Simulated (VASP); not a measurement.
# As (R-3m) in VASP: single point with PBEsol

Aim: the single point of As with PBEsol.

Everything below comes from runs of VASP 6.6.1. Logs are shortened: lines on timing, memory, paths and dates and some standing lists are left out, and cuts for length are marked.

### Step 1. The cell of the first run

The structure is trigonal, space group R-3m (No. 166). The conventional cell has a = 3.759 Å, b = 3.759 Å, c = 10.457 Å, α = 90.00°, β = 90.00°, γ = 120.00°. Within 3.3 Å of As (site symmetry 3m) lie 6 As at 2.52 to 3.10 Å.

### Step 2. Single point, PBEsol

INCAR reads:

```
  PREC = Accurate
  ENCUT = 510
  EDIFF = 1E-6
  ISMEAR = 0
  SIGMA = 0.1
  LREAL = F
  LASPH = T
  NELM = 120
  ALGO = Normal
  ISIF = 2
  LWAVE = F
  LCHARG = T
  GGA = PS
  LELF = T
  LVHAR = T
  NBANDS = 22
  GGA_COMPAT = F
```

KPOINTS reads:

```
regular mesh
0
Gamma
  6 6 6
```

POSCAR reads:

```
As
1.0
    1.8797494575      1.0852738553      3.4857700000
   -1.8797494575      1.0852738553      3.4857700000
    0.0000000000     -2.1705477106      3.4857700000
As
2
Direct
    0.2275400000      0.2275400000      0.2275400000
    0.7724600000      0.7724600000      0.7724600000
```

Potentials or basis: VASP PAW PBE potentials, release 64 (As_d).

Started as:

```
cat potpaw_PBE.64/As_d/POTCAR > POTCAR
mpirun -np 1 vasp_std > vasp.out
```

OUTCAR:

```text
PREC = Accurate
   ENCUT = 510
   EDIFF = 1E-6
   ISMEAR = 0
   LREAL = F
   LASPH = T
   NELM = 120
   ISIF = 2
   GGA = PS

 ion  position               nearest neighbor table
   1  0.228  0.228  0.228-   2 2.52   2 2.52   2 2.52
   2  0.772  0.772  0.772-   1 2.52   1 2.52   1 2.52

  LATTYP: Found a trigonal (rhomboedric) cell.
 ALAT       =     4.1063207202
 COS(alpha) =     0.5808936906

  Lattice vectors:

 A1 = (   1.8797494575,   1.0852738553,   3.4857700000)
 A2 = (  -1.8797494575,   1.0852738553,   3.4857700000)
 A3 = (   0.0000000000,  -2.1705477106,   3.4857700000)

Analysis of symmetry for initial positions (statically):
=====================================================================
 Subroutine PRICEL returns:
 Original cell was already a primitive cell.

 Routine SETGRP: Setting up the symmetry group for a
 trigonal (rhombohedral) supercell.

 Subroutine GETGRP returns: Found 12 space group operations
 (whereof 12 operations were pure point group operations)
 out of a pool of 12 trial point group operations.

The static configuration has the point symmetry D_3d.

Analysis of symmetry for dynamics (positions and initial velocities):
=====================================================================
 Subroutine PRICEL returns:
 Original cell was already a primitive cell.

 Routine SETGRP: Setting up the symmetry group for a
 trigonal (rhombohedral) supercell.

 Subroutine GETGRP returns: Found 12 space group operations
 (whereof 12 operations were pure point group operations)
 out of a pool of 12 trial point group operations.

The dynamic configuration has the point symmetry D_3d.

 Subroutine INISYM returns: Found 12 space group operations
 (whereof 12 operations are pure point group operations),
 and found     1 'primitive' translations

----------------------------------------------------------------------------------------

                                     Primitive cell

  volume of cell :      42.6667

  direct lattice vectors                    reciprocal lattice vectors
     1.879749457  1.085273855  3.485770000     0.265992895  0.153571070  0.095626887
    -1.879749457  1.085273855  3.485770000    -0.265992895  0.153571070  0.095626887
     0.000000000 -2.170547711  3.485770000     0.000000000 -0.307142139  0.095626887

  length of vectors
     4.106320720  4.106320720  4.106320720     0.321684310  0.321684310  0.321684310

  position of ions in fractional coordinates (direct lattice)
     0.227540000  0.227540000  0.227540000
     0.772460000  0.772460000  0.772460000

  ion indices of the primitive-cell ions
   primitive index   ion index
                 1           1
                 2           2

----------------------------------------------------------------------------------------

 KPOINTS: regular mesh

Automatic generation of k-mesh.
 Grid dimensions read from file:
 generate k-points for:    6    6    6

 Generating k-lattice:

  Cartesian coordinates                     Fractional coordinates (reciprocal lattice)
     0.044332149  0.025595178  0.015937814     0.166666667 -0.000000000 -0.000000000
    -0.044332149  0.025595178  0.015937814    -0.000000000  0.166666667 -0.000000000
     0.000000000 -0.051190357  0.015937814    -0.000000000 -0.000000000  0.166666667

  Length of vectors
     0.053614052  0.053614052  0.053614052

  Shift w.r.t. Gamma in fractional coordinates (k-lattice)
     0.000000000  0.000000000  0.000000000

 Subroutine IBZKPT returns following result:
 ===========================================

 Found     32 irreducible k-points:

 Following reciprocal coordinates:
            Coordinates               Weight
  0.000000  0.000000  0.000000      1.000000
  0.166667  0.000000  0.000000      6.000000
  0.333333  0.000000  0.000000      6.000000
  0.500000  0.000000  0.000000      3.000000
  0.166667  0.166667  0.000000      6.000000
  0.333333  0.166667  0.000000     12.000000
[... 16 lines left out ...]
  0.500000  0.500000  0.166667      6.000000
 -0.333333  0.500000  0.166667     12.000000
 [... further k-points ...]
   k-points           NKPTS =     32   k-points in BZ     NKDIM =     32   number of bands    NBANDS=     22
   number of dos      NEDOS =    301   number of ions     NIONS =      2
   total plane-waves  NPLWV =  27000
   dimension x,y,z NGX =    30 NGY =   30 NGZ =   30
   dimension x,y,z NGXF=    60 NGYF=   60 NGZF=   60
   ions per type =               2
   NGX,Y,Z   is equivalent  to a cutoff of  12.15, 12.15, 12.15 a.u.
   NGXF,Y,Z  is equivalent  to a cutoff of  24.29, 24.29, 24.29 a.u.
 SYSTEM =  unknown system
   PREC   = accura    normal or accurate (medium, high low for compatibility)
   ISTART =      0    job   : 0-new  1-cont  2-samecut
   ICHARG =      2    charge: 1-file 2-atom 10-const
   ISPIN  =      1    spin polarized calculation?
   LNONCOLLINEAR =      F non collinear calculations
   LSORBIT =      F    spin-orbit coupling
   LASPH  =      T    aspherical Exc in radial PAW
   ENCUT  =  510.0 eV  37.48 Ry    6.12 a.u.   7.56  7.56  7.56*2*pi/ulx,y,z
   NELM   =    120;   NELMIN=  2; NELMDL= -5     # of ELM steps
   EDIFF  = 0.1E-05   stopping-criterion for ELM
   LREAL  =      F    real-space projection
   EDIFFG = 0.1E-04   stopping-criterion for IOM
   NSW    =      0    number of steps for IOM
[... 5 lines left out ...]
   TEBEG  =    0.0;   TEEND  =   0.0 temperature during run
   PSTRESS=    0.0 pullay stress
   NELECT =      30.0000    total number of electrons
   NUPDOWN=      -1.0000    fix difference up-down
   EMIN   =  10.00;   EMAX   =-10.00  energy-range for DOS
   EFERMI =   0.00;   METHOD = LEGACY
   ISMEAR =     0;   SIGMA  =   0.10  broadening in eV -4-tet -1-fermi 0-gaus
   EFERMI_NEDOS =   21; number of points for ismear=-14 and -15
   IALGO  =     38    algorithm
   IMIX   =      4    mixing-type and parameters
     AMIX     =   0.40;   BMIX     =  1.00
     AMIX_MAG =   1.60;   BMIX_MAG =  1.00
  volume/ion in A,a.u.               =      21.33       143.96
  Fermi-wavevector in a.u.,A,eV,Ry     =   1.455746  2.750960 28.833402  2.119195
  Thomas-Fermi vector in A             =   2.572744
   LORBIT       =      0    0 simple, 1 ext, 2 COOP (PROOUT), +10 PAW based schemes
   GGA     = PS    functional components
   LHFCALC =     F    Hartree Fock is set to
   AEXX    =    0.0000 exact exchange contribution
   IVDW    =     0    specifies the selected vdW correction
   LEPSILON=     F    determine dielectric tensor
   LRPA    =     F    only Hartree local field effects (RPA)
 non-spin polarized calculation
 Gauss-broadening in eV      SIGMA  =   0.10
  energy-cutoff  :      510.00
  volume of cell :       42.67
 maximum number of plane-waves:      1124
   NGX = 15   NGY = 15   NGZ = 15

 number of electron      29.9999999 magnetization

 Free energy of the ion-electron system (eV)
  ---------------------------------------------------
  ext. energy  EPLUGINS =         0.00000000
  ---------------------------------------------------
  free energy    TOTEN  =       -10.28051010 eV

  energy without entropy =      -10.27892901  energy(sigma->0) =      -10.27971956

 E-fermi :   3.7601     XC(G=0): -10.9067

 val. band max:        3.3923251477   @ k =   0.5000   0.0000   0.0000
 cond. band min:       3.7603196862   @ k =   0.3333   0.1667   0.1667
 fundamental gap:      0.3679945385
 Fermi energy:         3.7601197111

 k-point     1 :       0.0000    0.0000    0.0000
  band No.  band energies     occupation
      1     -32.4882      2.00000
      2     -32.4882      2.00000
      3     -32.4417      2.00000
      4     -32.4417      2.00000
      5     -32.4130      2.00000
      6     -32.3731      2.00000
[... 14 lines left out ...]
     21      10.8992      0.00000
     22      12.5142      0.00000

 k-point     2 :       0.1667    0.0000    0.0000
  band No.  band energies     occupation
      1     -32.4848      2.00000
      2     -32.4800      2.00000
      3     -32.4390      2.00000
      4     -32.4360      2.00000
      5     -32.4106      2.00000
      6     -32.3770      2.00000
[... 14 lines left out ...]
     21      10.6442      0.00000
     22      14.4566      0.00000

 k-point     3 :       0.3333    0.0000    0.0000
  band No.  band energies     occupation
      1     -32.4774      2.00000
      2     -32.4590      2.00000
      3     -32.4329      2.00000
      4     -32.4215      2.00000
      5     -32.4039      2.00000
      6     -32.3877      2.00000
[... 14 lines left out ...]
     21      12.7611      0.00000
     22      16.0461      0.00000

 k-point     4 :       0.5000    0.0000    0.0000
  band No.  band energies     occupation
      1     -32.4731      2.00000
      2     -32.4437      2.00000
      3     -32.4256      2.00000
      4     -32.4072      2.00000
      5     -32.4063      2.00000
      6     -32.3999      2.00000
[... 14 lines left out ...]
     21      15.2656      0.00000
     22      15.4243      0.00000

 k-point     5 :       0.1667    0.1667    0.0000
  band No.  band energies     occupation
      1     -32.4876      2.00000
      2     -32.4758      2.00000
      3     -32.4397      2.00000
      4     -32.4350      2.00000
      5     -32.4101      2.00000
      6     -32.3782      2.00000
[... 417 lines left out ...]
 k-point    22 :      -0.1667    0.3333    0.1667
  band No.  band energies     occupation
      1     -32.4821      2.00000
      2     -32.4398      2.00000
      3     -32.4276      2.00000
      4     -32.4153      2.00000
      5     -32.4031      2.00000
      6     -32.3989      2.00000
[... 14 lines left out ...]
     21      14.2394      0.00000
     22      15.8361      0.00000

 k-point    23 :       0.5000    0.5000    0.1667
  band No.  band energies     occupation
      1     -32.4829      2.00000
      2     -32.4544      2.00000
      3     -32.4334      2.00000
      4     -32.4195      2.00000
      5     -32.4024      2.00000
      6     -32.3899      2.00000
[... 14 lines left out ...]
     21      15.3663      0.00000
     22      15.6813      0.00000

 k-point    24 :      -0.3333    0.5000    0.1667
  band No.  band energies     occupation
      1     -32.4818      2.00000
      2     -32.4433      2.00000
      3     -32.4278      2.00000
      4     -32.4165      2.00000
      5     -32.4004      2.00000
      6     -32.3961      2.00000
[... 14 lines left out ...]
     21      15.6665      0.00000
     22      16.7447      0.00000

 [... further k-points ...]

------------------------ aborting loop because EDIFF is reached ----------------------------------------

  FORCE on cell =-STRESS in cart. coord.  units (eV):
  Direction    XX          YY          ZZ          XY          YZ          ZX
  --------------------------------------------------------------------------------------
  -------------------------------------------------------------------------------------
  Total        0.1921144      0.1921144     -0.2294308     -0.0000000      0.0000000      0.0000000
  in kB        7.2140850      7.2140850     -8.6153510     -0.0000000      0.0000000      0.0000000
  external PRESSURE =       1.9376063 kB  Pullay stress =       0.0000000 kB

 VOLUME and BASIS-vectors are now :
 -----------------------------------------------------------------------------
  energy-cutoff  :      510.00
  volume of cell :       42.67
      direct lattice vectors                 reciprocal lattice vectors
     1.879749457  1.085273855  3.485770000     0.265992895  0.153571070  0.095626887
    -1.879749457  1.085273855  3.485770000    -0.265992895  0.153571070  0.095626887
     0.000000000 -2.170547711  3.485770000     0.000000000 -0.307142139  0.095626887

 POSITION                                       TOTAL-FORCE (eV/Angst)
 -----------------------------------------------------------------------------------
      0.00000      0.00000      2.37946         0.000000      0.000000      0.064383
      0.00000      0.00000      8.07785         0.000000     -0.000000     -0.064383
 -----------------------------------------------------------------------------------
    total drift:                               -0.000000      0.000000     -0.000000

  FREE ENERGIE OF THE ION-ELECTRON SYSTEM (eV)
  ---------------------------------------------------
  free  energy   TOTEN  =       -10.2805100964 eV

  energy  without entropy=      -10.2789290139  energy(sigma->0) =      -10.27971956
```

It took 34 s on 1 thread of AMD EPYC 7R43 (Zen 3), shared host; peak memory 0.13 GiB.

Results:

```yaml
Free_energy: -10.2805 eV
Pressure: 0.2 GPa
Largest_force: 0.064 eV/Å
Band_gap_on_the_k_mesh: zero (bands 15 and 16 overlap by 0.37 eV)
```

Forces in eV/Å, atoms in the order of the input:
```
As   0.000  0.000  0.064
As   0.000  0.000 -0.064
```

Caveat: the PAW data sets were made with another functional, which shifts forces and pressure a little.

The gap in the log of VASP goes by the Fermi energy; the results here count the filled bands.